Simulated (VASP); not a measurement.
# C (C2/m) in VASP: single point with PBE+D3(BJ)

Aim: the single point of C with PBE+D3(BJ).

Program: VASP 6.6.1. These are calculated values, not measurements. Logs are shortened: lines on timing, memory, paths and dates and some standing lists are left out, and cuts for length are marked.

### 1 The cell of the first run

The structure is monoclinic, space group C2/m (No. 12). The conventional cell has a = 2.465 Å, b = 4.269 Å, c = 3.582 Å, α = 90.00°, β = 95.14°, γ = 90.00°. Within 1.9 Å of C (site symmetry 2) lie 3 C at 1.42 Å.

### 2 Single point, PBE+D3(BJ) (shear of c along a, cell held: +9.0 %, then relaxed in part)

Input file INCAR:

```
SYSTEM = C
ALGO = Normal
EDIFF = 1E-6
ENCUT = 520
GGA = PE
ISIF = 2
ISMEAR = 0
IVDW = 12
LASPH = .True.
LCHARG = .False.
LREAL = .False.
LWAVE = .False.
NBANDS = 11
NELM = 60
PREC = Accurate
SIGMA = 0.1
```

Input file KPOINTS:

```
k-points
0
Gamma
  24 24 14
  0 0 0
```

Input file POSCAR:

```
C
1.0
    2.4647381243      0.0000000000      0.0000000000
   -1.2323690621      2.1345258293      0.0000000000
    0.3210683540      0.0000000000      3.5674261550
C
2
Direct
    0.3333333334      0.6666666667      0.0000000000
    0.6666666667      0.3333333333      0.0000000000
```

Potentials or basis: VASP PAW PBE potentials, release 64 (C).

Run with:

```bash
$ cat potpaw_PBE.64/C/POTCAR > POTCAR
$ mpirun -np 1 vasp_std > vasp.out
```

OUTCAR:

```text
SYSTEM = C
   EDIFF = 1E-6
   ENCUT = 520
   GGA = PE
   ISIF = 2
   ISMEAR = 0
   IVDW = 12
   LASPH = .True.
   LREAL = .False.
   NELM = 60
   PREC = Accurate
 IVDW          = 12

 ion  position               nearest neighbor table
   1  0.333  0.667  0.000-   2 1.42   2 1.42   2 1.42
   2  0.667  0.333  0.000-   1 1.42   1 1.42   1 1.42

  LATTYP: Found a base centered monoclinic cell.
 ALAT       =     2.4647381243
 B/A-ratio  =     1.7320508076
 C/A-ratio  =     1.4532355613
 COS(beta)  =    -0.0896376995

  Lattice vectors:

 A1 = (  -1.2323690621,   2.1345258293,   0.0000000000)
 A2 = (  -1.2323690622,  -2.1345258293,   0.0000000000)
 A3 = (   0.3210683540,   0.0000000000,   3.5674261550)

Analysis of symmetry for initial positions (statically):
=====================================================================
 Subroutine PRICEL returns:
 Original cell was already a primitive cell.

 Routine SETGRP: Setting up the symmetry group for a
 base centered monoclinic supercell.

 Subroutine GETGRP returns: Found  4 space group operations
 (whereof  4 operations were pure point group operations)
 out of a pool of  4 trial point group operations.

The static configuration has the point symmetry C_2h.

Analysis of symmetry for dynamics (positions and initial velocities):
=====================================================================
 Subroutine PRICEL returns:
 Original cell was already a primitive cell.

 Routine SETGRP: Setting up the symmetry group for a
 base centered monoclinic supercell.

 Subroutine GETGRP returns: Found  4 space group operations
 (whereof  4 operations were pure point group operations)
 out of a pool of  4 trial point group operations.

The dynamic configuration has the point symmetry C_2h.

 Subroutine INISYM returns: Found  4 space group operations
 (whereof  4 operations are pure point group operations),
 and found     1 'primitive' translations

----------------------------------------------------------------------------------------

                                     Primitive cell

  volume of cell :      18.7684

  direct lattice vectors                    reciprocal lattice vectors
     2.464738124  0.000000000  0.000000000     0.405722616  0.234244062 -0.036515035
    -1.232369062  2.134525829  0.000000000     0.000000000  0.468488123  0.000000000
     0.321068354  0.000000000  3.567426155     0.000000000  0.000000000  0.280314141

  length of vectors
     2.464738124  2.464738124  3.581845091     0.469909001  0.468488123  0.280314141

  position of ions in fractional coordinates (direct lattice)
     0.333333333  0.666666667  0.000000000
     0.666666667  0.333333333  0.000000000
[... 88 lines left out ...]
   NELECT =       8.0000    total number of electrons
   NUPDOWN=      -1.0000    fix difference up-down
   EMIN   =  10.00;   EMAX   =-10.00  energy-range for DOS
   EFERMI =   0.00;   METHOD = LEGACY
   ISMEAR =     0;   SIGMA  =   0.10  broadening in eV -4-tet -1-fermi 0-gaus
   EFERMI_NEDOS =   21; number of points for ismear=-14 and -15
   IALGO  =     38    algorithm
   IMIX   =      4    mixing-type and parameters
     AMIX     =   0.40;   BMIX     =  1.00
     AMIX_MAG =   1.60;   BMIX_MAG =  1.00
  volume/ion in A,a.u.               =       9.38        63.33
  Fermi-wavevector in a.u.,A,eV,Ry     =   1.232052  2.328241 20.652998  1.517953
  Thomas-Fermi vector in A             =   2.366838
   LORBIT       =      0    0 simple, 1 ext, 2 COOP (PROOUT), +10 PAW based schemes
   GGA     = PE    functional components
   LHFCALC =     F    Hartree Fock is set to
   AEXX    =    0.0000 exact exchange contribution
   IVDW    =    12    specifies the selected vdW correction
   LEPSILON=     F    determine dielectric tensor
   LRPA    =     F    only Hartree local field effects (RPA)
 non-spin polarized calculation
 Gauss-broadening in eV      SIGMA  =   0.10
  energy-cutoff  :      520.00
  volume of cell :       18.77
 maximum number of plane-waves:       524
   NGX =  9   NGY =  9   NGZ = 13

 number of electron       7.9999998 magnetization

 Free energy of the ion-electron system (eV)
  ---------------------------------------------------
  ext. energy  EPLUGINS =         0.00000000
  ---------------------------------------------------
  free energy    TOTEN  =       -18.42924115 eV

  energy without entropy =      -18.42918160  energy(sigma->0) =      -18.42921137

 E-fermi :   4.1674     XC(G=0):  -9.8900

 val. band max:        4.1454458050   @ k =  -0.3333  -0.3333   0.2143
 cond. band min:       4.1885280507   @ k =  -0.3333  -0.3333   0.2857
 fundamental gap:      0.0430822457
 Fermi energy:         4.1674094929

 k-point     1 :       0.0000    0.0000    0.0000
  band No.  band energies     occupation
      1     -15.4380      2.00000
      2      -2.6907      2.00000
      3       1.1404      2.00000
      4       1.1425      2.00000
      5       8.0107      0.00000
      6      12.4807      0.00000
      7      12.4869      0.00000
      8      15.7304      0.00000
      9      16.6134      0.00000
     10      26.4492      0.00000
     11      27.7615      0.00000
[... 309 lines left out ...]
 k-point    24 :       0.4167    0.0417    0.0000
  band No.  band energies     occupation
      1     -11.0173      2.00000
      2      -8.0602      2.00000
      3      -2.2937      2.00000
      4       1.8509      2.00000
      5       7.0638      0.00000
      6      11.6810      0.00000
      7      13.7701      0.00000
      8      17.1103      0.00000
      9      22.3952      0.00000
     10      23.3442      0.00000
     11      26.1807      0.00000

 [... further k-points ...]

------------------------ aborting loop because EDIFF is reached ----------------------------------------

 Edisp (eV)   -0.29040

 E8    (eV) :    -0.0816

  FORCE on cell =-STRESS in cart. coord.  units (eV):
  Direction    XX          YY          ZZ          XY          YZ          ZX
  --------------------------------------------------------------------------------------
  -------------------------------------------------------------------------------------
  Total       0.08053     0.07642    -0.02393     0.00000     0.00000     0.03779
  in kB       6.87427     6.52325    -2.04242     0.00000     0.00000     3.22609
  external pressure =        3.79 kB  Pullay stress =        0.00 kB

 VOLUME and BASIS-vectors are now :
 -----------------------------------------------------------------------------
  energy-cutoff  :      520.00
  volume of cell :       18.77
      direct lattice vectors                 reciprocal lattice vectors
     2.464738124  0.000000000  0.000000000     0.405722616  0.234244062 -0.036515035
    -1.232369062  2.134525829  0.000000000     0.000000000  0.468488123  0.000000000
     0.321068354  0.000000000  3.567426155     0.000000000  0.000000000  0.280314141

 POSITION                                       TOTAL-FORCE (eV/Angst)
 -----------------------------------------------------------------------------------
      0.00000      1.42302      0.00000        -0.000000     -0.000322      0.000000
      1.23237      0.71151      0.00000         0.000000      0.000322     -0.000000
 -----------------------------------------------------------------------------------
    total drift:                               -0.000000     -0.000000      0.000000

  FREE ENERGIE OF THE ION-ELECTRON SYSTEM (eV)
  ---------------------------------------------------
  free  energy   TOTEN  =       -18.7196400849 eV

  energy  without entropy=      -18.7195805293  energy(sigma->0) =      -18.71961031
```

Wall time 6.1 min (1 thread of Intel Xeon Platinum 8259CL at 2.50GHz (Skylake/Cascade Lake), shared host); peak memory 0.43 GiB.

What came out:

```yaml
Free_energy: -18.7196 eV
Pressure: 0.4 GPa
Band_gap_on_the_k_mesh: zero (bands 4 and 5 overlap by 0.83 eV)
Dispersion_energy_per_atom: -0.145 eV
```

Stress tensor (GPa, compression positive):
```
 0.69  0.00  0.32
 0.00  0.65  0.00
 0.32  0.00 -0.20
```

Levels at points of the mesh, in eV from the Fermi level:
```
           k point  band 1  band 2  band 3  band 4  band 5  band 6  band 7  band 8  band 9
(0.00, 0.00, 0.00)  -19.61   -6.86   -3.03   -3.02    3.84    8.31    8.32   11.56   12.45
(0.50, 0.00, 0.00)  -14.33  -13.28   -6.41   -1.88    2.31    7.29   11.06   11.37   18.49
(0.00, 0.50, 0.00)  -14.33  -13.28   -6.41   -1.84    2.36    7.31   10.94   11.24   18.36
(0.00, 0.00, 0.50)  -19.42   -8.29   -3.01   -3.01    8.36    8.37    9.21   11.36   12.65
(0.50, 0.00, 0.50)  -14.20  -13.18   -6.39   -2.80    1.12    7.51   13.07   15.78   18.89
(0.00, 0.50, 0.50)  -14.20  -13.17   -6.39   -2.83    1.08    7.48   13.17   16.22   18.96
```

Caveat: the cell differs from its parent crystal (shear of c along a, cell held: +9.0 %, then relaxed in part).
